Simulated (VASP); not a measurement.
# Te (P3_121) in VASP: further runs

Te is run at these levels: PBE; tasks: single point.

Program: VASP 6.6.1. These are calculated values, not measurements. Logs are shortened: lines on timing, memory, paths and dates and some standing lists are left out, and cuts for length are marked.

**1. The cell of the first run**

The structure is trigonal, space group P3_121 (No. 152). The conventional cell has a = 4.523 Å, b = 4.523 Å, c = 5.955 Å, α = 90.00°, β = 90.00°, γ = 120.00°. Within 3.8 Å of Te (site symmetry 2) lie 6 Te at 2.89 to 3.52 Å.

**2. Single point, PBE**

The input, INCAR:

```
SYSTEM = Te
PREC = Accurate
ENCUT = 520
EDIFF = 1E-6
ISMEAR = 0
SIGMA = 0.01
LREAL = .FALSE.
LASPH = .TRUE.
NELM = 80
ALGO = Normal
ISIF = 2
LWAVE = .FALSE.
LCHARG = .FALSE.
GGA = PE
NBANDS = 16
```

The input, KPOINTS:

```
regular mesh
0
G
  12 12 6
  0 0 0
```

The input, POSCAR:

```
Te
1.0
    4.5226079160      0.0000000000      0.0000000000
   -2.2613039580      3.9166933466      0.0000000000
    0.0000000000      0.0000000000      5.9554694044
Te
3
Direct
    0.7321941308      0.0000000000      0.3333333333
    0.0000000000      0.7321941308      0.6666666667
    0.2678058692      0.2678058692      0.0000000000
```

Potentials or basis: VASP PAW PBE potentials, release 64 (Te).

Started as:

```bash
> cat potpaw_PBE.64/Te/POTCAR > POTCAR
> mpirun -np 1 vasp_std > vasp.out
```

OUTCAR:

```text
SYSTEM = Te
   PREC = Accurate
   ENCUT = 520
   EDIFF = 1E-6
   ISMEAR = 0
   LREAL = .FALSE.
   LASPH = .TRUE.
   NELM = 80
   ISIF = 2
   GGA = PE

 ion  position               nearest neighbor table
   1  0.732  0.000  0.333-   3 2.89   2 2.89   3 3.52   3 3.52   2 3.52   2 3.52
   2  0.000  0.732  0.667-   3 2.89   1 2.89   3 3.52   3 3.52   1 3.52   1 3.52
   3  0.268  0.268  0.000-   2 2.89   1 2.89   1 3.52   2 3.52   2 3.52   1 3.52

  LATTYP: Found a hexagonal cell.
 ALAT       =     4.5226079160
 C/A-ratio  =     1.3168219565

  Lattice vectors:

 A1 = (   4.5226079160,   0.0000000000,   0.0000000000)
 A2 = (  -2.2613039580,   3.9166933466,   0.0000000000)
 A3 = (   0.0000000000,   0.0000000000,   5.9554694044)

Analysis of symmetry for initial positions (statically):
=====================================================================
 Subroutine PRICEL returns:
 Original cell was already a primitive cell.

 Routine SETGRP: Setting up the symmetry group for a
 hexagonal supercell.

 Subroutine GETGRP returns: Found  6 space group operations
 (whereof  2 operations were pure point group operations)
 out of a pool of 24 trial point group operations.

The static configuration has the point symmetry C_2 .
 The point group associated with its full space group is D_3 .

Analysis of symmetry for dynamics (positions and initial velocities):
=====================================================================
 Subroutine PRICEL returns:
 Original cell was already a primitive cell.

 Routine SETGRP: Setting up the symmetry group for a
 hexagonal supercell.

 Subroutine GETGRP returns: Found  6 space group operations
 (whereof  2 operations were pure point group operations)
 out of a pool of 24 trial point group operations.

The dynamic configuration has the point symmetry C_2 .
 The point group associated with its full space group is D_3 .

 Subroutine INISYM returns: Found  6 space group operations
 (whereof  2 operations are pure point group operations),
 and found     1 'primitive' translations

----------------------------------------------------------------------------------------

                                     Primitive cell

  volume of cell :     105.4932

  direct lattice vectors                    reciprocal lattice vectors
     4.522607916  0.000000000  0.000000000     0.221111363  0.127658705  0.000000000
    -2.261303958  3.916693347  0.000000000     0.000000000  0.255317410  0.000000000
     0.000000000  0.000000000  5.955469404     0.000000000  0.000000000  0.167912877

  length of vectors
     4.522607916  4.522607916  5.955469404     0.255317410  0.255317410  0.167912877

  position of ions in fractional coordinates (direct lattice)
     0.732194131  0.000000000  0.333333333
     0.000000000  0.732194131  0.666666667
     0.267805869  0.267805869  0.000000000

  ion indices of the primitive-cell ions
   primitive index   ion index
                 1           1
                 2           2
                 3           3

----------------------------------------------------------------------------------------

 KPOINTS: regular mesh

Automatic generation of k-mesh.
 Grid dimensions read from file:
 generate k-points for:   12   12    6

 Generating k-lattice:

  Cartesian coordinates                     Fractional coordinates (reciprocal lattice)
     0.018425947  0.010638225  0.000000000     0.083333333  0.000000000  0.000000000
     0.000000000  0.021276451  0.000000000     0.000000000  0.083333333  0.000000000
     0.000000000  0.000000000  0.027985479     0.000000000  0.000000000  0.166666667

  Length of vectors
     0.021276451  0.021276451  0.027985479

  Shift w.r.t. Gamma in fractional coordinates (k-lattice)
     0.000000000  0.000000000  0.000000000

 Subroutine IBZKPT returns following result:
 ===========================================

 Found    100 irreducible k-points:

 Following reciprocal coordinates:
            Coordinates               Weight
  0.000000  0.000000  0.000000      1.000000
  0.083333  0.000000  0.000000      6.000000
  0.166667  0.000000  0.000000      6.000000
  0.250000  0.000000  0.000000      6.000000
  0.333333  0.000000  0.000000      6.000000
  0.416667 -0.000000  0.000000      6.000000
[... 16 lines left out ...]
  0.166667  0.000000  0.166667      6.000000
  0.000000  0.166667  0.166667      6.000000
 [... further k-points ...]
   k-points           NKPTS =    100   k-points in BZ     NKDIM =    100   number of bands    NBANDS=     16
   number of dos      NEDOS =    301   number of ions     NIONS =      3
   total plane-waves  NPLWV =  62208
   dimension x,y,z NGX =    36 NGY =   36 NGZ =   48
   dimension x,y,z NGXF=    72 NGYF=   72 NGZF=   96
   ions per type =               3
   NGX,Y,Z   is equivalent  to a cutoff of  13.23, 13.23, 13.40 a.u.
   NGXF,Y,Z  is equivalent  to a cutoff of  26.47, 26.47, 26.80 a.u.
 SYSTEM =  Te
   PREC   = accura    normal or accurate (medium, high low for compatibility)
   ISTART =      0    job   : 0-new  1-cont  2-samecut
   ICHARG =      2    charge: 1-file 2-atom 10-const
   ISPIN  =      1    spin polarized calculation?
   LNONCOLLINEAR =      F non collinear calculations
   LSORBIT =      F    spin-orbit coupling
   LASPH  =      T    aspherical Exc in radial PAW
   ENCUT  =  520.0 eV  38.22 Ry    6.18 a.u.   8.41  8.41 11.07*2*pi/ulx,y,z
   NELM   =     80;   NELMIN=  2; NELMDL= -5     # of ELM steps
   EDIFF  = 0.1E-05   stopping-criterion for ELM
   LREAL  =      F    real-space projection
   EDIFFG = 0.1E-04   stopping-criterion for IOM
   NSW    =      0    number of steps for IOM
   IBRION =     -1    ionic relax: 0-MD 1-quasi-New 2-CG
   NFREE  =      0    steps in history (QN), initial steepest desc. (CG)
   ISIF   =      2    stress and relaxation
   ISYM   =      2    0-nonsym 1-usesym 2-fastsym
   POTIM  = 0.5000    time-step for ionic-motion
   TEBEG  =    0.0;   TEEND  =   0.0 temperature during run
   PSTRESS=    0.0 pullay stress
   NELECT =      18.0000    total number of electrons
   NUPDOWN=      -1.0000    fix difference up-down
   EMIN   =  10.00;   EMAX   =-10.00  energy-range for DOS
   EFERMI =   0.00;   METHOD = LEGACY
   ISMEAR =     0;   SIGMA  =   0.01  broadening in eV -4-tet -1-fermi 0-gaus
   EFERMI_NEDOS =   21; number of points for ismear=-14 and -15
   IALGO  =     38    algorithm
   IMIX   =      4    mixing-type and parameters
     AMIX     =   0.40;   BMIX     =  1.00
     AMIX_MAG =   1.60;   BMIX_MAG =  1.00
  volume/ion in A,a.u.               =      35.16       237.30
  Fermi-wavevector in a.u.,A,eV,Ry     =   0.908010  1.715891 11.217771  0.824483
  Thomas-Fermi vector in A             =   2.031886
   LORBIT       =      0    0 simple, 1 ext, 2 COOP (PROOUT), +10 PAW based schemes
   GGA     = PE    functional components
   LHFCALC =     F    Hartree Fock is set to
   AEXX    =    0.0000 exact exchange contribution
   IVDW    =     0    specifies the selected vdW correction
   LEPSILON=     F    determine dielectric tensor
   LRPA    =     F    only Hartree local field effects (RPA)
 non-spin polarized calculation
 Gauss-broadening in eV      SIGMA  =   0.01
  energy-cutoff  :      520.00
  volume of cell :      105.49
 maximum number of plane-waves:      2902
 NGX is ok and might be reduce to    36
   NGX = 17   NGY = 17   NGZ = 23

 number of electron      17.9999999 magnetization

 Free energy of the ion-electron system (eV)
  ---------------------------------------------------
  ext. energy  EPLUGINS =         0.00000000
  ---------------------------------------------------
  free energy    TOTEN  =        -9.43189397 eV

  energy without entropy =       -9.43189397  energy(sigma->0) =       -9.43189397

 E-fermi :   5.5986     XC(G=0):  -8.9122

 val. band max:        5.4952244712   @ k =   0.3333   0.3333   0.5000
 cond. band min:       5.7142835507   @ k =   0.3333   0.3333   0.5000
 fundamental gap:      0.2190590795
 Fermi energy:         5.5986275880

 k-point     1 :       0.0000    0.0000    0.0000
  band No.  band energies     occupation
      1      -7.8640      2.00000
      2      -4.7000      2.00000
      3      -4.7000      2.00000
      4       2.5276      2.00000
      5       2.7854      2.00000
      6       2.7854      2.00000
[... 8 lines left out ...]
     15      11.3859      0.00000
     16      11.8281      0.00000

 k-point     2 :       0.0833    0.0000    0.0000
  band No.  band energies     occupation
      1      -7.8199      2.00000
      2      -4.7152      2.00000
      3      -4.6900      2.00000
      4       2.1541      2.00000
      5       2.5316      2.00000
      6       2.7090      2.00000
[... 8 lines left out ...]
     15      11.5416      0.00000
     16      11.8288      0.00000

 k-point     3 :       0.1667    0.0000    0.0000
  band No.  band energies     occupation
      1      -7.6908      2.00000
      2      -4.7725      2.00000
      3      -4.6613      2.00000
      4       1.5543      2.00000
      5       2.1365      2.00000
      6       2.4864      2.00000
[... 8 lines left out ...]
     15      11.6691      0.00000
     16      12.0768      0.00000

 k-point     4 :       0.2500    0.0000    0.0000
  band No.  band energies     occupation
      1      -7.4885      2.00000
      2      -4.8960      2.00000
      3      -4.6188      2.00000
      4       1.1060      2.00000
      5       1.7636      2.00000
      6       2.2370      2.00000
[... 8 lines left out ...]
     15      11.9614      0.00000
     16      12.6541      0.00000
[... 324 lines left out ...]
 k-point    22 :       0.0000    0.0833    0.1667
  band No.  band energies     occupation
      1      -7.7235      2.00000
      2      -5.5595      2.00000
      3      -3.8488      2.00000
      4       2.0783      2.00000
      5       2.5337      2.00000
      6       2.8819      2.00000
[... 8 lines left out ...]
     15      11.2183      0.00000
     16      11.7179      0.00000

 k-point    23 :       0.1667    0.0000    0.1667
  band No.  band energies     occupation
      1      -7.5949      2.00000
      2      -5.5313      2.00000
      3      -3.9189      2.00000
      4       1.6332      2.00000
      5       1.8354      2.00000
      6       2.5711      2.00000
[... 8 lines left out ...]
     15      11.6724      0.00000
     16      12.0522      0.00000

 k-point    24 :       0.0000    0.1667    0.1667
  band No.  band energies     occupation
      1      -7.5978      2.00000
      2      -5.5023      2.00000
      3      -3.9742      2.00000
      4       1.6523      2.00000
      5       2.3143      2.00000
      6       2.6259      2.00000
[... 8 lines left out ...]
     15      11.3208      0.00000
     16      11.7880      0.00000

 [... further k-points ...]

------------------------ aborting loop because EDIFF is reached ----------------------------------------

  FORCE on cell =-STRESS in cart. coord.  units (eV):
  Direction    XX          YY          ZZ          XY          YZ          ZX
  --------------------------------------------------------------------------------------
  -------------------------------------------------------------------------------------
  Total       -0.0062240     -0.0062240     -0.0018086      0.0000000      0.0000000     -0.0000000
  in kB       -0.0945271     -0.0945271     -0.0274677      0.0000000      0.0000000     -0.0000000
  external PRESSURE =      -0.0721740 kB  Pullay stress =       0.0000000 kB

 VOLUME and BASIS-vectors are now :
 -----------------------------------------------------------------------------
  energy-cutoff  :      520.00
  volume of cell :      105.49
      direct lattice vectors                 reciprocal lattice vectors
     4.522607916  0.000000000  0.000000000     0.221111363  0.127658705  0.000000000
    -2.261303958  3.916693347  0.000000000     0.000000000  0.255317410  0.000000000
     0.000000000  0.000000000  5.955469404     0.000000000  0.000000000  0.167912877

 POSITION                                       TOTAL-FORCE (eV/Angst)
 -----------------------------------------------------------------------------------
      3.31143      0.00000      1.98516        -0.012389      0.000000      0.000000
     -1.65571      2.86778      3.97031         0.006194     -0.010729     -0.000000
      0.60559      1.04891      0.00000         0.006194      0.010729     -0.000000
 -----------------------------------------------------------------------------------
    total drift:                               -0.000000      0.000000     -0.000000

  FREE ENERGIE OF THE ION-ELECTRON SYSTEM (eV)
  ---------------------------------------------------
  free  energy   TOTEN  =        -9.4318939702 eV

  energy  without entropy=       -9.4318939702  energy(sigma->0) =       -9.43189397
```

Wall time 63 s (1 thread of Intel Xeon 6975P-C (Granite Rapids), shared host); peak memory 0.31 GiB.

What came out:

```yaml
Free_energy: -9.4319 eV
Pressure: 0.0 GPa
Largest_force: 0.012 eV/Å
Band_gap_on_the_k_mesh: 0.22 eV
```

Forces on the atoms (eV/Å):
```
Te  -0.012  0.000  0.000
Te   0.006 -0.011  0.000
Te   0.006  0.011  0.000
```

Caveat: spin-orbit coupling is left out, which moves the levels of the heavy elements. A k mesh can miss the band edges.

**3. Single point, PBE**

The input, INCAR:

```
ALGO = Normal
EDIFF = 1E-7
ENCUT = 520
GGA = PE
ISIF = 2
ISMEAR = 0
LASPH = True
LCHARG = False
LREAL = False
LWAVE = False
NBANDS = 16
NELM = 80
PREC = Accurate
SIGMA = 0.01
```

The input, KPOINTS:

```
k-points
0
Gamma
  12 12 6
```

POSCAR is that of step 2.

Potentials or basis: VASP PAW PBE potentials, release 64 (Te).

Started as:

```bash
> cat potpaw_PBE.64/Te/POTCAR > POTCAR
> mpirun -np 1 vasp_std > vasp.out
```

It took 64 s on 1 thread of Intel Xeon 6975P-C (Granite Rapids), shared host; peak memory 0.31 GiB.

The run converged. Its results:

* Free energy: -9.4319 eV
* Pressure: 0.0 GPa
* Largest force: 0.012 eV/Å
* Band gap on the k mesh: 0.22 eV

Forces on the atoms (eV/Å):
```
Te  -0.012  0.000  0.000
Te   0.006 -0.011  0.000
Te   0.006  0.011  0.000
```

Levels at points of the mesh, in eV from the valence-band top:
| k point | band 6 | band 7 | band 8 | band 9 | band 10 | band 11 | band 12 | band 13 |
| --- | --- | --- | --- | --- | --- | --- | --- | --- |
| (0.00, 0.00, 0.00) | -2.71 | -1.60 | -1.60 | -0.78 | 1.00 | 1.00 | 1.56 | 5.06 |
| (0.50, 0.00, 0.00) | -3.43 | -3.31 | -0.98 | -0.78 | 0.88 | 0.94 | 3.11 | 3.59 |
| (0.00, 0.00, 0.50) | -2.58 | -1.25 | -1.00 | -1.00 | 0.49 | 0.49 | 0.52 | 4.18 |
| (0.50, 0.00, 0.50) | -3.51 | -2.32 | -1.98 | -0.15 | 0.81 | 1.93 | 2.49 | 4.65 |

Caveat: spin-orbit coupling is left out, which moves the levels of the heavy elements.

**4. Single point, PBE (biaxial strain in the a-b plane: +1.5 %, then relaxed in part)**

The input, INCAR:

```
PREC = Accurate
ENCUT = 520
EDIFF = 1E-6
ISMEAR = 0
SIGMA = 0.01
LREAL = F
LASPH = T
NELM = 60
ALGO = Normal
ISIF = 2
LWAVE = F
LCHARG = F
GGA = PE
NBANDS = 16
```

The input, KPOINTS:

```
Automatic mesh
0
Gamma
  12 12 6
```

The input, POSCAR:

```
Te
1.0
    4.5904470347      0.0000000000      0.0000000000
   -2.2952235174      3.9754437468      0.0000000000
    0.0000000000      0.0000000000      5.8993758500
Te
3
Direct
    0.7356680371      0.0000000000      0.3333333333
    0.0000000000      0.7356680371      0.6666666667
    0.2643319629      0.2643319629      0.0000000000
```

Started as:

```bash
> cat potpaw_PBE.64/Te/POTCAR > POTCAR
> mpirun -np 1 vasp_std > vasp.out
```

It took 50 s on 1 thread of Intel Xeon 6975P-C (Granite Rapids), shared host; peak memory 0.32 GiB.

Results (log left out):

| Item | Value |
| --- | --- |
| Free energy | -9.4281 eV |
| Pressure | -0.2 GPa |
| Largest force | 0.009 eV/Å |
| Band gap on the k mesh | 0.34 eV |

Forces in eV/Å, atoms in the order of the input:
```
Te  -0.009  0.000  0.000
Te   0.005 -0.008  0.000
Te   0.005  0.008  0.000
```

Stress tensor (GPa, compression positive):
```
-0.31  0.00  0.00
 0.00 -0.31  0.00
 0.00  0.00  0.02
```

Levels at points of the mesh, in eV from the valence-band top:
| k point | band 7 | band 8 | band 9 | band 10 | band 11 | band 12 |
| --- | --- | --- | --- | --- | --- | --- |
| (0.00, 0.00, 0.00) | -1.60 | -1.60 | -0.74 | 1.04 | 1.04 | 1.50 |
| (0.50, 0.00, 0.00) | -3.14 | -1.01 | -0.79 | 0.96 | 1.03 | 3.24 |
| (0.00, 0.00, 0.50) | -1.24 | -1.07 | -1.07 | 0.50 | 0.50 | 0.57 |
| (0.50, 0.00, 0.50) | -2.23 | -1.86 | -0.07 | 0.96 | 1.98 | 2.45 |

Caveat: the cell differs from its parent crystal (biaxial strain in the a-b plane: +1.5 %, then relaxed in part); spin-orbit coupling is left out, which moves the levels of the heavy elements. A k mesh can miss the band edges.

[end of part 1 of 2]
